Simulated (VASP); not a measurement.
# In2Te2O (P6/mmm) in VASP: a series of runs

Runs on In2Te2O. Level: PBE. Tasks: single point, relaxation of cell and atoms.

Everything below comes from runs of VASP 6.6.1. Logs are shortened: lines on timing, memory, paths and dates and some standing lists are left out, and cuts for length are marked.

### 1 The cell of the first run

Symmetry: P6/mmm, No. 191, hexagonal system. The conventional cell has a = 4.972 Å, b = 4.972 Å, c = 6.470 Å, α = 90.00°, β = 90.00°, γ = 120.00°. In (site symmetry -6m2) has 3 In at 2.87 Å and 2 Te at 3.24 Å within 3.8 Å. Te (site symmetry -6m2) has 3 Te at 2.87 Å and 3 O at 2.87 Å and 2 In at 3.24 Å within 3.8 Å. O (site symmetry 6/mmm) has 6 Te at 2.87 Å within 3.8 Å.

The cell was built from a structure type or drawn by symmetry, and may not be a known phase.

### 2 Single point, PBE

Contents of INCAR:

```
SYSTEM = In2Te2O
ALGO     = Normal         ! electronic algorithm
EDIFF    = 1E-7           ! SCF threshold, eV
ENCUT    = 520            ! plane-wave cutoff, eV
GGA      = PE             ! functional
ISIF     = 2              ! what is computed and relaxed
ISMEAR   = 0              ! smearing method
LASPH    = .TRUE.         ! aspherical terms in the spheres
LCHARG   = .FALSE.        ! write CHGCAR
LREAL    = .FALSE.        ! projectors in reciprocal space
LWAVE    = .FALSE.        ! write WAVECAR
NBANDS   = 30             ! bands
NELM     = 60             ! most SCF steps
PREC     = Accurate       ! precision mode
SIGMA    = 0.1            ! smearing width, eV
```

Contents of KPOINTS:

```
k-points
0
G
  12 12 6
  0 0 0
```

Contents of POSCAR:

```
In2Te2O
1.0
    4.9723872233      0.0000000000      0.0000000000
   -2.4861936117      4.3062136528      0.0000000000
    0.0000000000      0.0000000000      6.4704837919
In Te O
2 2 1
Direct
    0.3333333333      0.6666666667      0.5000000000
    0.6666666667      0.3333333333      0.5000000000
    0.3333333333      0.6666666667      0.0000000000
    0.6666666667      0.3333333333      0.0000000000
    0.0000000000      0.0000000000      0.0000000000
```

Potentials or basis: VASP PAW PBE potentials, release 64 (In_d, Te, O).

On the command line:

```bash
$ cat potpaw_PBE.64/In_d/POTCAR potpaw_PBE.64/Te/POTCAR potpaw_PBE.64/O/POTCAR > POTCAR
$ mpirun -np 1 vasp_std > vasp.out
```

OUTCAR:

```text
SYSTEM = In2Te2O
   EDIFF = 1E-7
   ENCUT = 520
   GGA = PE
   ISIF = 2
   ISMEAR = 0
   LASPH = .TRUE.
   LREAL = .FALSE.
   NELM = 60
   PREC = Accurate

 ion  position               nearest neighbor table
   1  0.333  0.667  0.500-   2 2.87   2 2.87   2 2.87   3 3.24   3 3.24
   2  0.667  0.333  0.500-   1 2.87   1 2.87   1 2.87   4 3.24   4 3.24
   3  0.333  0.667  0.000-   4 2.87   4 2.87   4 2.87   1 3.24   1 3.24
   4  0.667  0.333  0.000-   3 2.87   3 2.87   3 2.87   2 3.24   2 3.24
   5  0.000  0.000  0.000-

  LATTYP: Found a hexagonal cell.
 ALAT       =     4.9723872233
 C/A-ratio  =     1.3012831667

  Lattice vectors:

 A1 = (   4.9723872233,   0.0000000000,   0.0000000000)
 A2 = (  -2.4861936117,   4.3062136528,   0.0000000000)
 A3 = (   0.0000000000,   0.0000000000,   6.4704837919)

Analysis of symmetry for initial positions (statically):
=====================================================================
 Subroutine PRICEL returns:
 Original cell was already a primitive cell.

 Routine SETGRP: Setting up the symmetry group for a
 hexagonal supercell.

 Subroutine GETGRP returns: Found 24 space group operations
 (whereof 24 operations were pure point group operations)
 out of a pool of 24 trial point group operations.

The static configuration has the point symmetry D_6h.

Analysis of symmetry for dynamics (positions and initial velocities):
=====================================================================
 Subroutine PRICEL returns:
 Original cell was already a primitive cell.

 Routine SETGRP: Setting up the symmetry group for a
 hexagonal supercell.

 Subroutine GETGRP returns: Found 24 space group operations
 (whereof 24 operations were pure point group operations)
 out of a pool of 24 trial point group operations.

The dynamic configuration has the point symmetry D_6h.

 Subroutine INISYM returns: Found 24 space group operations
 (whereof 24 operations are pure point group operations),
 and found     1 'primitive' translations

----------------------------------------------------------------------------------------

                                     Primitive cell

  volume of cell :     138.5470

  direct lattice vectors                    reciprocal lattice vectors
     4.972387223  0.000000000  0.000000000     0.201110645  0.116111285  0.000000000
    -2.486193612  4.306213653  0.000000000     0.000000000  0.232222570  0.000000000
     0.000000000  0.000000000  6.470483792     0.000000000  0.000000000  0.154547949

  length of vectors
     4.972387223  4.972387223  6.470483792     0.232222570  0.232222570  0.154547949

  position of ions in fractional coordinates (direct lattice)
     0.333333333  0.666666667  0.500000000
     0.666666667  0.333333333  0.500000000
     0.333333333  0.666666667  0.000000000
     0.666666667  0.333333333  0.000000000
     0.000000000  0.000000000  0.000000000

  ion indices of the primitive-cell ions
   primitive index   ion index
                 1           1
                 2           2
                 3           3
                 4           4
                 5           5

----------------------------------------------------------------------------------------

 KPOINTS: k-points

Automatic generation of k-mesh.
 Grid dimensions read from file:
 generate k-points for:   12   12    6

 Generating k-lattice:

  Cartesian coordinates                     Fractional coordinates (reciprocal lattice)
     0.016759220  0.009675940  0.000000000     0.083333333  0.000000000  0.000000000
     0.000000000  0.019351881  0.000000000     0.000000000  0.083333333  0.000000000
     0.000000000  0.000000000  0.025757992     0.000000000  0.000000000  0.166666667

  Length of vectors
     0.019351881  0.019351881  0.025757992

  Shift w.r.t. Gamma in fractional coordinates (k-lattice)
     0.000000000  0.000000000  0.000000000

 Subroutine IBZKPT returns following result:
 ===========================================

 Found     76 irreducible k-points:

 Following reciprocal coordinates:
            Coordinates               Weight
  0.000000  0.000000  0.000000      1.000000
  0.083333  0.000000  0.000000      6.000000
  0.166667 -0.000000  0.000000      6.000000
  0.250000 -0.000000  0.000000      6.000000
  0.333333  0.000000  0.000000      6.000000
  0.416667 -0.000000  0.000000      6.000000
[... 16 lines left out ...]
  0.250000 -0.000000  0.166667     12.000000
  0.333333  0.000000  0.166667     12.000000
 [... further k-points ...]
   k-points           NKPTS =     76   k-points in BZ     NKDIM =     76   number of bands    NBANDS=     30
   number of dos      NEDOS =    301   number of ions     NIONS =      5
   total plane-waves  NPLWV =  76800
   dimension x,y,z NGX =    40 NGY =   40 NGZ =   48
   dimension x,y,z NGXF=    80 NGYF=   80 NGZF=   96
   ions per type =               2   2   1
   NGX,Y,Z   is equivalent  to a cutoff of  13.37, 13.37, 12.33 a.u.
   NGXF,Y,Z  is equivalent  to a cutoff of  26.75, 26.75, 24.67 a.u.
 SYSTEM =  In2Te2O
   PREC   = accura    normal or accurate (medium, high low for compatibility)
   ISTART =      0    job   : 0-new  1-cont  2-samecut
   ICHARG =      2    charge: 1-file 2-atom 10-const
   ISPIN  =      1    spin polarized calculation?
   LNONCOLLINEAR =      F non collinear calculations
   LSORBIT =      F    spin-orbit coupling
   LASPH  =      T    aspherical Exc in radial PAW
   ENCUT  =  520.0 eV  38.22 Ry    6.18 a.u.   9.25  9.25 12.03*2*pi/ulx,y,z
   NELM   =     60;   NELMIN=  2; NELMDL= -5     # of ELM steps
   EDIFF  = 0.1E-06   stopping-criterion for ELM
   LREAL  =      F    real-space projection
   EDIFFG = 0.1E-05   stopping-criterion for IOM
   NSW    =      0    number of steps for IOM
   IBRION =     -1    ionic relax: 0-MD 1-quasi-New 2-CG
   NFREE  =      0    steps in history (QN), initial steepest desc. (CG)
   ISIF   =      2    stress and relaxation
   ISYM   =      2    0-nonsym 1-usesym 2-fastsym
   POTIM  = 0.5000    time-step for ionic-motion
   TEBEG  =    0.0;   TEEND  =   0.0 temperature during run
   PSTRESS=    0.0 pullay stress
   NELECT =      44.0000    total number of electrons
   NUPDOWN=      -1.0000    fix difference up-down
   EMIN   =  10.00;   EMAX   =-10.00  energy-range for DOS
   EFERMI =   0.00;   METHOD = LEGACY
   ISMEAR =     0;   SIGMA  =   0.10  broadening in eV -4-tet -1-fermi 0-gaus
   EFERMI_NEDOS =   21; number of points for ismear=-14 and -15
   IALGO  =     38    algorithm
   IMIX   =      4    mixing-type and parameters
     AMIX     =   0.40;   BMIX     =  1.00
     AMIX_MAG =   1.60;   BMIX_MAG =  1.00
  volume/ion in A,a.u.               =      27.71       186.99
  Fermi-wavevector in a.u.,A,eV,Ry     =   1.116932  2.110695 16.973765  1.247537
  Thomas-Fermi vector in A             =   2.253550
   LORBIT       =      0    0 simple, 1 ext, 2 COOP (PROOUT), +10 PAW based schemes
   GGA     = PE    functional components
   LHFCALC =     F    Hartree Fock is set to
   AEXX    =    0.0000 exact exchange contribution
   IVDW    =     0    specifies the selected vdW correction
   LEPSILON=     F    determine dielectric tensor
   LRPA    =     F    only Hartree local field effects (RPA)
 non-spin polarized calculation
 Gauss-broadening in eV      SIGMA  =   0.10
  energy-cutoff  :      520.00
  volume of cell :      138.55
 maximum number of plane-waves:      3768
 NGX is ok and might be reduce to    40
   NGX = 19   NGY = 19   NGZ = 25

 number of electron      44.0000002 magnetization

 Free energy of the ion-electron system (eV)
  ---------------------------------------------------
  ext. energy  EPLUGINS =         0.00000000
  ---------------------------------------------------
  free energy    TOTEN  =       -15.14211451 eV

  energy without entropy =      -15.12017717  energy(sigma->0) =      -15.13114584

 E-fermi :   5.1767     XC(G=0):  -9.1951

 val. band max:        5.1761930577   @ k =   0.2500   0.0833   0.5000
 cond. band min:       5.1828364096   @ k =   0.1667   0.1667   0.1667
 fundamental gap:      0.0066433519
 Fermi energy:         5.1766921923

 k-point     1 :       0.0000    0.0000    0.0000
  band No.  band energies     occupation
      1     -10.8623      2.00000
      2      -9.4476      2.00000
      3      -9.3062      2.00000
      4      -9.3062      2.00000
      5      -9.2867      2.00000
      6      -9.2867      2.00000
[... 22 lines left out ...]
     29      10.1359      0.00000
     30      10.8782      0.00000

 k-point     2 :       0.0833    0.0000    0.0000
  band No.  band energies     occupation
      1     -10.8453      2.00000
      2      -9.4475      2.00000
      3      -9.3252      2.00000
      4      -9.3224      2.00000
      5      -9.2885      2.00000
      6      -9.2839      2.00000
[... 22 lines left out ...]
     29      10.3217      0.00000
     30      10.7684      0.00000

 k-point     3 :       0.1667   -0.0000    0.0000
  band No.  band energies     occupation
      1     -10.7979      2.00000
      2      -9.4492      2.00000
      3      -9.3665      2.00000
      4      -9.3561      2.00000
      5      -9.2933      2.00000
      6      -9.2759      2.00000
[... 22 lines left out ...]
     29      10.5313      0.00000
     30      10.8410      0.00000

 k-point     4 :       0.2500   -0.0000    0.0000
  band No.  band energies     occupation
      1     -10.7311      2.00000
      2      -9.4589      2.00000
      3      -9.4100      2.00000
      4      -9.3834      2.00000
      5      -9.2997      2.00000
      6      -9.2637      2.00000
[... 22 lines left out ...]
     29      10.7594      0.00000
     30      11.0663      0.00000

 k-point     5 :       0.3333    0.0000    0.0000
  band No.  band energies     occupation
      1     -10.6621      2.00000
      2      -9.4784      2.00000
      3      -9.4455      2.00000
      4      -9.3933      2.00000
      5      -9.3057      2.00000
      6      -9.2496      2.00000
[... 22 lines left out ...]
     29      11.0664      0.00000
     30      11.7904      0.00000
[... 526 lines left out ...]
     29      10.1129      0.00000
     30      11.1110      0.00000

 k-point    22 :       0.1667   -0.0000    0.1667
  band No.  band energies     occupation
      1     -10.7962      2.00000
      2      -9.4453      2.00000
      3      -9.3665      2.00000
      4      -9.3556      2.00000
      5      -9.2936      2.00000
      6      -9.2762      2.00000
[... 22 lines left out ...]
     29      10.6376      0.00000
     30      10.8850      0.00000

 k-point    23 :       0.2500   -0.0000    0.1667
  band No.  band energies     occupation
      1     -10.7299      2.00000
      2      -9.4563      2.00000
      3      -9.4100      2.00000
      4      -9.3814      2.00000
      5      -9.2999      2.00000
      6      -9.2640      2.00000
[... 22 lines left out ...]
     29      10.6295      0.00000
     30      11.4112      0.00000

 k-point    24 :       0.3333    0.0000    0.1667
  band No.  band energies     occupation
      1     -10.6614      2.00000
      2      -9.4774      2.00000
      3      -9.4455      2.00000
      4      -9.3897      2.00000
      5      -9.3060      2.00000
      6      -9.2498      2.00000
[... 22 lines left out ...]
     29      10.8739      0.00000
     30      11.8618      0.00000

 [... further k-points ...]

------------------------ aborting loop because EDIFF is reached ----------------------------------------

  FORCE on cell =-STRESS in cart. coord.  units (eV):
  Direction    XX          YY          ZZ          XY          YZ          ZX
  --------------------------------------------------------------------------------------
  -------------------------------------------------------------------------------------
  Total       -0.0611144     -0.0611144     -0.0356835      0.0000000     -0.0000000      0.0000000
  in kB       -0.7067355     -0.7067355     -0.4126488      0.0000000     -0.0000000      0.0000000
  external PRESSURE =      -0.6087066 kB  Pullay stress =       0.0000000 kB

 VOLUME and BASIS-vectors are now :
 -----------------------------------------------------------------------------
  energy-cutoff  :      520.00
  volume of cell :      138.55
      direct lattice vectors                 reciprocal lattice vectors
     4.972387223  0.000000000  0.000000000     0.201110645  0.116111285  0.000000000
    -2.486193612  4.306213653  0.000000000     0.000000000  0.232222570  0.000000000
     0.000000000  0.000000000  6.470483792     0.000000000  0.000000000  0.154547949

 POSITION                                       TOTAL-FORCE (eV/Angst)
 -----------------------------------------------------------------------------------
     -0.00000      2.87081      3.23524        -0.000000      0.000000      0.000000
      2.48619      1.43540      3.23524        -0.000000      0.000000      0.000000
     -0.00000      2.87081      0.00000        -0.000000     -0.000000      0.000000
      2.48619      1.43540      0.00000         0.000000     -0.000000      0.000000
      0.00000      0.00000      0.00000        -0.000000     -0.000000      0.000000
 -----------------------------------------------------------------------------------
    total drift:                               -0.000000      0.000000      0.000000

  FREE ENERGIE OF THE ION-ELECTRON SYSTEM (eV)
  ---------------------------------------------------
  free  energy   TOTEN  =       -15.1421145116 eV

  energy  without entropy=      -15.1201771742  energy(sigma->0) =      -15.13114584
```

Wall time 3.3 min (1 thread of Intel Xeon 6975P-C (Granite Rapids), shared host); peak memory 0.46 GiB.

Results:

```yaml
Free_energy: -15.1421 eV
Pressure: -0.1 GPa
Band_gap_on_the_k_mesh: zero (bands 22 and 23 overlap by 1.38 eV)
```

Levels at points of the mesh, in eV from the Fermi level:
| k point | band 18 | band 19 | band 20 | band 21 | band 22 | band 23 | band 24 | band 25 | band 26 | band 27 |
| --- | --- | --- | --- | --- | --- | --- | --- | --- | --- | --- |
| (0.00, 0.00, 0.00) | -2.84 | -2.84 | -0.70 | -0.37 | 0.72 | 1.21 | 1.21 | 3.02 | 3.02 | 3.76 |
| (0.50, 0.00, 0.00) | -2.65 | -2.01 | -1.10 | -0.71 | -0.43 | 0.17 | 2.03 | 2.49 | 2.77 | 4.75 |
| (0.00, 0.00, 0.50) | -2.83 | -2.44 | -1.50 | -0.22 | 0.08 | 0.81 | 0.81 | 3.20 | 3.22 | 3.22 |
| (0.50, 0.00, 0.50) | -1.14 | -1.14 | -0.90 | -0.37 | -0.31 | -0.28 | 1.43 | 2.09 | 2.72 | 2.76 |

Caveat: spin-orbit coupling is left out, which moves the levels of the heavy elements.

### 3 Relaxation of cell and atoms, PBE

This run uses another cell than the first one, of 28.34 Å³/atom.

Contents of INCAR:

```
SYSTEM = In2Te2O
ALGO = Normal
EDIFF = 1E-7
EDIFFG = -0.04
ENCUT = 600
GGA = PE
IBRION = 2
ISIF = 3
ISMEAR = 0
LASPH = .TRUE.
LCHARG = .FALSE.
LREAL = .FALSE.
LWAVE = .FALSE.
NELM = 60
NSW = 90
PREC = Accurate
SIGMA = 0.1
```

Contents of KPOINTS:

```
k-points
0
G
  6 6 4
  0 0 0
```

Contents of POSCAR:

```
In2Te2O
1.0
    4.8926422200      0.0000000000      0.0000000000
   -2.4463211100      4.2371524500      0.0000000000
    0.0000000000      0.0000000000      6.8353143600
In Te O
2 2 1
Direct
    0.3333333300      0.6666666700      0.5000000000
    0.6666666700      0.3333333300      0.5000000000
    0.3333333300      0.6666666700      0.0000000000
    0.6666666700      0.3333333300      0.0000000000
    0.0000000000      0.0000000000      0.0000000000
```

Potentials or basis: VASP PAW PBE potentials, release 64 (In_d, Te, O).

On the command line:

```bash
$ cat potpaw_PBE.64/In_d/POTCAR potpaw_PBE.64/Te/POTCAR potpaw_PBE.64/O/POTCAR > POTCAR
$ mpirun -np 1 vasp_std > vasp.out
```

Run time: 3.6 min. Hardware: 1 thread of Intel Xeon 6975P-C (Granite Rapids), shared host; peak memory 0.35 GiB.

It converged, with:

- Free energy: -15.1446 eV
- Relaxed volume: 27.74 Å³/atom
- Relaxed cell: a = 4.961 Å, b = 4.961 Å, c = 6.509 Å, α = 90.00°, β = 90.00°, γ = 120.00°
- Space group after relaxing (to 0.1 Å): P6/mmm (No. 191)
- Energy gained by relaxing: 19.2 meV/atom
- Ionic steps: 5
- Pressure after relaxing: -0.1 GPa
- Band gap on the k mesh: zero (bands 22 and 23 overlap by 1.37 eV)

Stress tensor (GPa, compression positive):
```
-0.15  0.00  0.00
 0.00 -0.15  0.00
 0.00  0.00  0.06
```

The path:
| step | energy change (eV) | largest force (eV/Å) | pressure (GPa) | volume (Å³) |
| --- | --- | --- | --- | --- |
| 1 | 0.0000 | 0.0000 | 0.39 | 141.70 |
| 2 | -0.0777 | 0.0000 | -1.04 | 143.04 |
| 3 | -0.0781 | 0.0000 | -1.11 | 143.12 |
| 4 | -0.0956 | 0.0000 | -0.22 | 139.27 |
| 5 | -0.0959 | 0.0000 | -0.08 | 138.71 |

Final structure:
```yaml
crystal:
  lattice:
    - [4.96064, 0.00000, 0.00000]
    - [-2.48032, 4.29604, 0.00000]
    - [0.00000, 0.00000, 6.50859]
  atoms:
    - { symbol: In, position: [0.33333, 0.66667, 0.50000] }
    - { symbol: In, position: [0.66667, 0.33333, 0.50000] }
    - { symbol: Te, position: [0.33333, 0.66667, 0.00000] }
    - { symbol: Te, position: [0.66667, 0.33333, 0.00000] }
    - { symbol: O, position: [0.00000, 0.00000, 0.00000] }
```

Levels at points of the mesh, in eV from the Fermi level:
```csv
k point,band 19,band 20,band 21,band 22,band 23,band 24,band 25,band 26
"(0.00, 0.00, 0.00)",-3.01,-0.73,-0.50,0.73,1.20,1.20,2.94,3.57
"(0.50, 0.00, 0.00)",-2.10,-1.26,-0.83,-0.56,0.11,1.95,2.47,2.69
"(0.00, 0.00, 0.50)",-2.60,-1.48,-0.34,-0.02,0.81,0.81,3.11,3.12
"(0.50, 0.00, 0.50)",-1.29,-1.04,-0.44,-0.41,-0.38,1.34,2.01,2.68
```

Caveat: spin-orbit coupling is left out, which moves the levels of the heavy elements.
